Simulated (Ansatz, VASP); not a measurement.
**Cr: VASP beside Ansatz**

```
Cr
1.0
     2.45556    0.00000    0.00000
    -1.22778    2.12658    0.00000
     0.00000    0.00000    4.39796
Cr
2
Direct
  0.33333 0.66667 0.25000
  0.66667 0.33333 0.75000
```

Alike in both runs: functional PBEsol; k mesh 18 × 18 × 10; occupations gaussian, width 0.1 eV; no spin polarisation.

Ansatz relaxed the structure, and its values are those at the end. VASP's run is a single point on that final structure, the one shown.

|  | VASP | Ansatz |
| --- | --- | --- |
| version | VASP 6.6.1 | Ansatz 0.2.0 |
| potentials or method | VASP PAW PBE potentials, release 64 (Cr_pv), cutoff 520 eV | scalar-relativistic, plane waves, PAW |
| valence electrons in the cell | 24 | 28 |

|  | VASP | Ansatz | Ansatz less VASP |
| --- | --- | --- | --- |
| gap on the k mesh at the Fermi level (eV) | none | none | - |
| pressure (GPa) | -0.5 | 0.0 | +0.49 |

VASP's potentials were made for PBE, not for PBEsol. A gap of «none» marks a metal or a gap that the smearing closes. VASP's potentials hold 24 valence electrons a cell and Ansatz's 28, so a difference there can come from the potentials and not from the codes.
